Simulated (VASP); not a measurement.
A run of VASP 6.6.1:

File INCAR:

```
PREC = Accurate
ENCUT = 520
EDIFF = 1E-5
ISMEAR = -1
SIGMA = 0.02
LREAL = Auto
LASPH = T
NELM = 60
ALGO = Normal
ISIF = 2
LWAVE = F
LCHARG = F
GGA = PE
IVDW = 12
IBRION = 0
NSW = 40
POTIM = 0.75
TEBEG = 400.0
TEEND = 400.0
ISYM = 0
NELMIN = 4
RANDOM_SEED = 984919 0 0
MDALGO = 1
ANDERSEN_PROB = 0.0
```

Contents of KPOINTS:

```
regular mesh
0
Gamma
  1 1 1
```

POSCAR

```
AgH12O6F
1.0
    6.0731780000      0.0000000000      0.0000000000
    0.0000000000      6.0731780000      0.0000000000
    0.0000000000      0.0000000000      6.0731780000
O H Ag F
6 12 1 1
Direct
    0.9378253900      1.0775107600      0.6152467100
    0.0988236400      0.8744417100      0.0429372700
    0.8418297300      0.5120837900      0.2151114400
    0.2181977200      0.4170214100      0.8035170100
    0.4857629100      0.9579235500      0.7133861500
    0.4091390400      0.1665341400      0.2958296200
    0.8117937100      0.9793477300      0.6400028200
    1.0080284800      1.0166027000      0.4880407800
    0.0669892100      0.9121109100     -0.1076634900
    0.2345231200      0.7853607900      0.0174011600
    0.9082695400      0.6430816700      0.1456902300
    0.6959364700      0.5421441800      0.2571726700
    0.2943675700      0.2718063800      0.8179367300
    0.3268620000      0.4861043200      0.7128681200
    0.4641927500      1.0106519900      0.5678837100
    0.4717517200      0.7996222800      0.7009106100
    0.2819712000      0.1888954200      0.2033901600
    0.4668497700      0.3130140800      0.3312846200
    0.8985274600      0.4778926200      0.6349925100
    0.5651834000      0.5463471100      0.5543122900
```

Potentials or basis: VASP PAW PBE potentials, release 64 (O, H, Ag, F).

Command:

```console
$ cat potpaw_PBE.64/O/POTCAR potpaw_PBE.64/H/POTCAR potpaw_PBE.64/Ag/POTCAR potpaw_PBE.64/F/POTCAR > POTCAR
$ mpirun -np 1 vasp_gam > vasp.out
```

Hardware: 1 thread of Intel(R) Xeon(R) Platinum 8375C CPU @ 2.90GHz (Ice Lake), on a shared host.

Question: How long does it take, and how much memory?

Answer: Run time: 6.8 min on 1 thread of Intel(R) Xeon(R) Platinum 8375C CPU @ 2.90GHz (Ice Lake), with other jobs on the host, peak memory 0.36 GiB. Counts: scf iterations 198, k points 1, ion steps 40.
